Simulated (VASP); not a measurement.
# Si9O16 (a cell with a defect) in VASP: single point with LDA

Aim: the single point of Si9O16 (a cell with a defect) with LDA.

Program: VASP 6.6.1. These are calculated values, not measurements. Logs are shortened: lines on timing, memory, paths and dates and some standing lists are left out, and cuts for length are marked.

## (1) The cell of the first run

The cell holds a defect, 25 atoms: a = 5.911 Å, b = 5.911 Å, c = 5.334 Å, α = 90.00°, β = 90.00°, γ = 90.00°.

## (2) Single point, LDA

Contents of INCAR:

```
ALGO = Normal ; EDIFF = 1E-6
ENCUT = 1000 ; GGA = CA
GGA_COMPAT = False ; ISIF = 2
ISMEAR = -1 ; LASPH = True
LCHARG = False ; LREAL = Auto
LWAVE = False ; NBANDS = 84
NELM = 120 ; PREC = Accurate
SIGMA = 0.05
```

Contents of KPOINTS:

```
k-points
0
Gamma
  2 2 2
```

Contents of POSCAR:

```
Si9O16
1.0
   -4.1797000000     -4.1797000000      0.0000000000
    4.1797000000     -4.1797000000      0.0000000000
    0.0000000000      0.0000000000      5.3338000000
Si O
9 16
Direct
    0.4978418871      0.4825832802      0.0106088734
   -0.0215427908      0.5168880498      0.2380115635
    0.5145864619      0.4698649257      0.5175006528
   -0.0190493038      0.5449352004      0.7589474920
    0.0047954820      0.0187946776     -0.0100371045
    0.5098722327     -0.0289235439      0.2531312922
   -0.0258245284      0.0077628034      0.4583396353
    0.5255381938     -0.0291155513      0.7713184575
    0.2269492512      0.2459634693      0.5446038245
    0.1911642258      0.5168708802      0.0049383639
   -0.0622726548      0.2189000093      0.2017238302
    0.7970602310      0.5448125233      0.0003804205
    0.0105285443      0.8208393798      0.2338925445
    0.1426732141      0.5380073688      0.4925189156
    0.0155103140      0.2410087933      0.7836647845
    0.7914178827      0.5111453733      0.5033765743
    0.0039895675      0.8355069042      0.7424019061
    0.7026801303     -0.0468868998      0.0105503285
    0.4900488755      0.6721150892      0.2635519860
    0.3114249551     -0.0068662925      0.0078081029
    0.5221834130      0.2793471027      0.2380223970
    0.7046307844     -0.0183100793      0.5018765413
    0.4924162555      0.6693778655      0.7596915807
    0.3502084091     -0.0302753440      0.5273820957
    0.5686134167      0.2724839247      0.7974258314
```

Potentials or basis: VASP PAW LDA potentials, release 64 (Si, O_h).

Command:

```sh
> cat potpaw_LDA.64/Si/POTCAR potpaw_LDA.64/O_h/POTCAR > POTCAR
> mpirun -np 1 vasp_std > vasp.out
```

OUTCAR:

```text
EDIFF = 1E-6
   ENCUT = 1000
   GGA = CA
   ISIF = 2
   ISMEAR = -1
   LASPH = True
   LREAL = Auto
   NELM = 120
   PREC = Accurate

 ion  position               nearest neighbor table
   1  0.498  0.483  0.011-  21 1.71  25 1.74  23 1.74  19 1.75  12 1.81  10 1.82   3 2.63   3 2.71
                             2 3.10
   2  0.978  0.517  0.238-  12 1.67  14 1.67  10 1.77  11 1.79  16 1.80  13 1.81   4 2.56   9 2.72
                             4 2.78   1 3.10   7 3.13   3 3.13
   3  0.515  0.470  0.518-  16 1.66  23 1.75  19 1.81  21 1.87  25 1.92   9 2.16  14 2.24   1 2.63
                             1 2.71   4 3.07   2 3.13
   4  0.981  0.545  0.759-  12 1.69  14 1.71  17 1.73  16 1.78  15 1.81  10 1.81   9 2.56   2 2.56
                             2 2.78   5 3.06   3 3.07
   5  0.005  0.019  0.990-  11 1.68  17 1.71  15 1.71  13 1.75  20 1.82  18 1.83   7 2.51   7 2.84
                             9 3.03   4 3.06   8 3.08
   6  0.510  0.971  0.253-  18 1.73  24 1.74  22 1.76  20 1.76  19 1.77  21 1.83   8 2.57   8 2.77
                             9 2.80   7 2.96
   7  0.974  0.008  0.458-  22 1.62  13 1.64  17 1.83  11 1.86   9 2.10  15 2.23  24 2.26   5 2.51
                             5 2.84   6 2.96   2 3.13   8 3.14
   8  0.526  0.971  0.771-  18 1.65  24 1.66  22 1.79  20 1.79  23 1.79  25 1.81   6 2.57   9 2.69
                             6 2.77   5 3.08   7 3.14
   9  0.227  0.246  0.545-  15 1.79  24 1.79  14 1.82   7 2.10   3 2.16   4 2.56   8 2.69   2 2.72
                             6 2.80   5 3.03
  10  0.191  0.517  0.005-   2 1.77   4 1.81   1 1.82
  11  0.938  0.219  0.202-   5 1.68   2 1.79   7 1.86
  12  0.797  0.545  0.000-   2 1.67   4 1.69   1 1.81
  13  0.011  0.821  0.234-   7 1.64   5 1.75   2 1.81
  14  0.143  0.538  0.493-   2 1.67   4 1.71   9 1.82   3 2.24
  15  0.016  0.241  0.784-   5 1.71   9 1.79   4 1.81   7 2.23
  16  0.791  0.511  0.503-   3 1.66   4 1.78   2 1.80
  17  0.004  0.836  0.742-   5 1.71   4 1.73   7 1.83
  18  0.703  0.953  0.011-   8 1.65   6 1.73   5 1.83
  19  0.490  0.672  0.264-   1 1.75   6 1.77   3 1.81
  20  0.311  0.993  0.008-   6 1.76   8 1.79   5 1.82
  21  0.522  0.279  0.238-   1 1.71   6 1.83   3 1.87
  22  0.705  0.982  0.502-   7 1.62   6 1.76   8 1.79
  23  0.492  0.669  0.760-   1 1.74   3 1.75   8 1.79
  24  0.350  0.970  0.527-   8 1.66   6 1.74   9 1.79   7 2.26
  25  0.569  0.272  0.797-   1 1.74   8 1.81   3 1.92

  LATTYP: Found a simple tetragonal cell.
 ALAT       =     5.9109884267
 C/A-ratio  =     0.9023533147

  Lattice vectors:

 A1 = (  -4.1797000000,  -4.1797000000,   0.0000000000)
 A2 = (   4.1797000000,  -4.1797000000,   0.0000000000)
 A3 = (   0.0000000000,   0.0000000000,   5.3338000000)

Analysis of symmetry for initial positions (statically):
=====================================================================
 Subroutine PRICEL returns:
 Original cell was already a primitive cell.

 Routine SETGRP: Setting up the symmetry group for a
 simple tetragonal supercell.

 Subroutine GETGRP returns: Found  1 space group operations
 (whereof  1 operations were pure point group operations)
 out of a pool of 16 trial point group operations.

The static configuration has the point symmetry C_1 .

Analysis of symmetry for dynamics (positions and initial velocities):
=====================================================================
 Subroutine PRICEL returns:
 Original cell was already a primitive cell.

 Routine SETGRP: Setting up the symmetry group for a
 simple tetragonal supercell.

 Subroutine GETGRP returns: Found  1 space group operations
 (whereof  1 operations were pure point group operations)
 out of a pool of 16 trial point group operations.

The dynamic configuration has the point symmetry C_1 .

 Subroutine INISYM returns: Found  1 space group operations
 (whereof  1 operations are pure point group operations),
 and found     1 'primitive' translations

----------------------------------------------------------------------------------------

                                     Primitive cell

  volume of cell :     186.3618

  direct lattice vectors                    reciprocal lattice vectors
    -4.179700000 -4.179700000  0.000000000    -0.119625810 -0.119625810  0.000000000
     4.179700000 -4.179700000  0.000000000     0.119625810 -0.119625810  0.000000000
     0.000000000  0.000000000  5.333800000     0.000000000  0.000000000  0.187483595

  length of vectors
     5.910988427  5.910988427  5.333800000     0.169176444  0.169176444  0.187483595

[... 57 lines left out ...]
 KPOINTS: k-points

Automatic generation of k-mesh.
 Grid dimensions read from file:
 generate k-points for:    2    2    2

 Generating k-lattice:

  Cartesian coordinates                     Fractional coordinates (reciprocal lattice)
    -0.059812905 -0.059812905  0.000000000     0.500000000  0.000000000  0.000000000
     0.059812905 -0.059812905  0.000000000     0.000000000  0.500000000  0.000000000
     0.000000000  0.000000000  0.093741798     0.000000000  0.000000000  0.500000000

  Length of vectors
     0.084588222  0.084588222  0.093741798

  Shift w.r.t. Gamma in fractional coordinates (k-lattice)
     0.000000000  0.000000000  0.000000000

 Subroutine IBZKPT returns following result:
 ===========================================

 Found      8 irreducible k-points:

 Following reciprocal coordinates:
            Coordinates               Weight
  0.000000  0.000000  0.000000      1.000000
  0.500000  0.000000  0.000000      1.000000
  0.000000  0.500000  0.000000      1.000000
  0.500000  0.500000  0.000000      1.000000
  0.000000  0.000000  0.500000      1.000000
  0.500000  0.000000  0.500000      1.000000
  0.000000  0.500000  0.500000      1.000000
  0.500000  0.500000  0.500000      1.000000
   k-points           NKPTS =      8   k-points in BZ     NKDIM =      8   number of bands    NBANDS=     84
   number of dos      NEDOS =    301   number of ions     NIONS =     25
   total plane-waves  NPLWV = 229376
   dimension x,y,z NGX =    64 NGY =   64 NGZ =   56
   dimension x,y,z NGXF=   128 NGYF=  128 NGZF=  112
   ions per type =               9  16
   NGX,Y,Z   is equivalent  to a cutoff of  18.00, 18.00, 17.45 a.u.
   NGXF,Y,Z  is equivalent  to a cutoff of  36.00, 36.00, 34.91 a.u.
 SYSTEM =  unknown system
   PREC   = accura    normal or accurate (medium, high low for compatibility)
   ISTART =      0    job   : 0-new  1-cont  2-samecut
   ICHARG =      2    charge: 1-file 2-atom 10-const
   ISPIN  =      1    spin polarized calculation?
   LNONCOLLINEAR =      F non collinear calculations
   LSORBIT =      F    spin-orbit coupling
   LASPH  =      T    aspherical Exc in radial PAW
   ENCUT  = 1000.0 eV  73.50 Ry    8.57 a.u.  15.24 15.24 13.75*2*pi/ulx,y,z
   NELM   =    120;   NELMIN=  2; NELMDL= -5     # of ELM steps
   EDIFF  = 0.1E-05   stopping-criterion for ELM
   LREAL  =      T    real-space projection
   EDIFFG = 0.1E-04   stopping-criterion for IOM
   NSW    =      0    number of steps for IOM
   IBRION =     -1    ionic relax: 0-MD 1-quasi-New 2-CG
   NFREE  =      0    steps in history (QN), initial steepest desc. (CG)
   ISIF   =      2    stress and relaxation
   ISYM   =      2    0-nonsym 1-usesym 2-fastsym
   POTIM  = 0.5000    time-step for ionic-motion
   TEBEG  =    0.0;   TEEND  =   0.0 temperature during run
   PSTRESS=    0.0 pullay stress
   NELECT =     132.0000    total number of electrons
   NUPDOWN=      -1.0000    fix difference up-down
   EMIN   =  10.00;   EMAX   =-10.00  energy-range for DOS
   EFERMI =   0.00;   METHOD = LEGACY
   ISMEAR =    -1;   SIGMA  =   0.05  broadening in eV -4-tet -1-fermi 0-gaus
   EFERMI_NEDOS =   21; number of points for ismear=-14 and -15
   IALGO  =     38    algorithm
   IMIX   =      4    mixing-type and parameters
     AMIX     =   0.40;   BMIX     =  1.00
     AMIX_MAG =   1.60;   BMIX_MAG =  1.00
  volume/ion in A,a.u.               =       7.45        50.31
  Fermi-wavevector in a.u.,A,eV,Ry     =   1.459309  2.757693 28.974719  2.129582
  Thomas-Fermi vector in A             =   2.575891
   LORBIT       =      0    0 simple, 1 ext, 2 COOP (PROOUT), +10 PAW based schemes
   GGA     = CA    functional components
   LHFCALC =     F    Hartree Fock is set to
   AEXX    =    0.0000 exact exchange contribution
   IVDW    =     0    specifies the selected vdW correction
   LEPSILON=     F    determine dielectric tensor
   LRPA    =     F    only Hartree local field effects (RPA)
 non-spin polarized calculation
  energy-cutoff  :     1000.00
  volume of cell :      186.36
 maximum number of plane-waves:     13431
 NGX is ok and might be reduce to    64
   NGX = 31   NGY = 31   NGZ = 27

 number of electron     131.9999994 magnetization

 Free energy of the ion-electron system (eV)
  ---------------------------------------------------
  ext. energy  EPLUGINS =         0.00000000
  ---------------------------------------------------
  free energy    TOTEN  =      -200.46189104 eV

  energy without entropy =     -200.46189104  energy(sigma->0) =     -200.46189104

 E-fermi :  13.8873     XC(G=0): -13.0179

 val. band max:       12.7297180375   @ k =   0.5000   0.0000   0.5000
 cond. band min:      15.1607524989   @ k =   0.0000   0.5000   0.0000
 fundamental gap:      2.4310344614
 Fermi energy:        13.8872678159

 k-point     1 :       0.0000    0.0000    0.0000
  band No.  band energies     occupation
      1     -13.1345      2.00000
      2     -11.6709      2.00000
      3     -10.8567      2.00000
      4     -10.7236      2.00000
      5     -10.1815      2.00000
      6     -10.0798      2.00000
[... 637 lines left out ...]
     77      19.2555      0.00000
     78      19.4302      0.00000
 [bands above 78 left out]

------------------------ aborting loop because EDIFF is reached ----------------------------------------

  FORCE on cell =-STRESS in cart. coord.  units (eV):
  Direction    XX          YY          ZZ          XY          YZ          ZX
  --------------------------------------------------------------------------------------
  -------------------------------------------------------------------------------------
  Total       48.1408779     25.4619652     42.0638591     21.8176153     -9.5821784     -6.4041176
  in kB      413.8735220    218.8998973    361.6285846    187.5689366    -82.3792608    -55.0570500
  external PRESSURE =     331.4673346 kB  Pullay stress =       0.0000000 kB

 VOLUME and BASIS-vectors are now :
 -----------------------------------------------------------------------------
  energy-cutoff  :     1000.00
  volume of cell :      186.36
      direct lattice vectors                 reciprocal lattice vectors
    -4.179700000 -4.179700000  0.000000000    -0.119625810 -0.119625810  0.000000000
     4.179700000 -4.179700000  0.000000000     0.119625810 -0.119625810  0.000000000
     0.000000000  0.000000000  5.333800000     0.000000000  0.000000000  0.187483595

 POSITION                                       TOTAL-FORCE (eV/Angst)
 -----------------------------------------------------------------------------------
     -0.06378     -4.09788      0.05659         0.005204      0.005719     -0.002702
     -1.92922     -6.25009      1.26951        -0.006076      0.006216      0.020059
     -0.18692     -4.11471      2.76024         0.007717      0.019875     -0.009153
     -1.82241     -6.37775      4.04807        -0.000503      0.002270     -0.000177
      0.05851     -0.09860      5.28026        -0.012360      0.009830     -0.004235
      1.92770     -6.18992      1.35015        -0.004514     -0.001824     -0.001046
[... 17 lines left out ...]
      2.58939     -5.51692      2.81295         0.003102      0.048260      0.001091
     -1.23773     -3.51553      4.25331        -0.034838     -0.007888     -0.015038
 -----------------------------------------------------------------------------------
    total drift:                               -0.013789      0.023152      0.011099

  FREE ENERGIE OF THE ION-ELECTRON SYSTEM (eV)
  ---------------------------------------------------
  free  energy   TOTEN  =      -200.4618910356 eV

  energy  without entropy=     -200.4618910355  energy(sigma->0) =     -200.46189104
```

Run time: 9.6 min. Hardware: 1 thread of AMD EPYC 7R43 (Zen 3), shared host; peak memory 0.46 GiB.

Results:

```yaml
Free_energy: -200.4619 eV
Pressure: 33.1 GPa
Largest_force: 0.056 eV/Å
Band_gap_on_the_k_mesh: 2.43 eV
```

Forces in eV/Å, atoms in the order of the input:
```
Si   0.005  0.006 -0.003
Si  -0.006  0.006  0.020
Si   0.008  0.020 -0.009
Si  -0.001  0.002  0.000
Si  -0.012  0.010 -0.004
Si  -0.005 -0.002 -0.001
Si   0.002 -0.024  0.025
Si  -0.007 -0.001 -0.008
Si   0.019 -0.004  0.001
O   -0.009 -0.014 -0.003
O    0.035 -0.001  0.009
O    0.039  0.019 -0.003
O   -0.026  0.014  0.003
O    0.002 -0.056  0.004
O    0.009  0.007 -0.007
O    0.001 -0.013 -0.005
O   -0.005 -0.004 -0.016
O   -0.030 -0.017  0.005
O    0.004  0.004  0.009
O    0.019  0.015 -0.004
O   -0.026  0.006  0.003
O   -0.008 -0.002  0.011
O    0.023 -0.009 -0.011
O    0.003  0.048  0.001
O   -0.035 -0.008 -0.015
```

Levels at points of the mesh, in eV from the valence-band top:
```tsv
k point	band 62	band 63	band 64	band 65	band 66	band 67	band 68	band 69	band 70	band 71
(0.00, 0.00, 0.00)	-3.88	-3.80	-3.23	-1.26	-0.58	2.54	2.77	3.42	3.74	4.05
(0.50, 0.00, 0.00)	-4.27	-4.26	-3.68	-0.77	-0.56	3.05	3.24	3.40	3.70	4.41
(0.00, 0.50, 0.00)	-4.21	-3.97	-3.64	-1.17	-0.63	2.43	2.87	3.80	4.19	4.43
(0.50, 0.50, 0.00)	-4.22	-4.07	-3.79	-0.96	-0.43	3.02	3.47	3.99	4.38	4.89
(0.00, 0.00, 0.50)	-4.10	-3.97	-3.76	-0.57	-0.21	2.63	3.48	4.41	4.82	4.95
(0.50, 0.00, 0.50)	-4.20	-4.08	-3.74	-0.43	0.00	3.18	3.97	4.60	4.76	4.92
(0.00, 0.50, 0.50)	-3.98	-3.97	-3.80	-0.74	-0.19	2.75	3.84	4.54	4.76	5.15
(0.50, 0.50, 0.50)	-4.38	-4.16	-4.03	-0.48	-0.07	3.15	4.04	4.90	5.23	5.35
```

Caveat: the k points lie up to 0.59 Å⁻¹ apart.
